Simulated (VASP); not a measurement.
Runs of VASP 6.6.1 on Si3BTe2. The structure is that of space group P6/mmm (No. 191), or close to it. The cells are those of the table. The cell was generated, and may not be a known phase.

| task | cell | k mesh | cutoff (eV) | gap on the mesh (eV) | pressure (GPa) | relaxed volume (Å³/atom) |
| --- | --- | --- | --- | --- | --- | --- |
| relaxation of cell and atoms | relaxed from a = 6.292, b = 6.292, c = 3.489 Å, angles 90.0, 90.0, 120.0°, 6 atoms | 3 × 3 × 6 | 600 | none | 0.2 | 25.75 |
| relaxation of cell and atoms | relaxed from a = 6.641, b = 6.641, c = 4.094 Å, angles 90.0, 90.0, 120.0°, 6 atoms | 6 × 6 × 10 | 600 | none | 0.0 | (a) |
| single point | a = 6.641, b = 6.641, c = 4.094 Å, angles 90.0, 90.0, 120.0°, 6 atoms | 3 × 3 × 6 | 520 | none | 0.0 | - |
| single point | a = 5.119, b = 5.119, c = 5.728 Å, angles 90.0, 90.0, 120.0°, 6 atoms | 12 × 12 × 8 | 520 | none | 0.0 | - |
| single point | a = 5.170, b = 5.170, c = 5.614 Å, angles 90.0, 90.0, 120.0°, 6 atoms | 6 × 6 × 10 | 520 | none | 0.0 | - |

Alike in all rows: level PBE; potentials or basis VASP PAW PBE potentials, release 64 (Si, B, Te); no spin polarisation; smearing gaussian 0.1 eV.

**Question.** Fill in the values left out.

**Answer.** (a) 21.66.

Caveats: some runs use coarse meshes; spin-orbit coupling is left out, which moves the levels of the heavy elements; an odd number of electrons without spin polarisation forces a metal; a magnetic or distorted state may lie lower; the volume moved by over 15 % at a fixed basis, so the end points are rough (at least some runs).

A k mesh can miss the band edges, and the runs leave out spin-orbit coupling on Te.

A gap of «none» marks levels without a gap at the run's occupations.
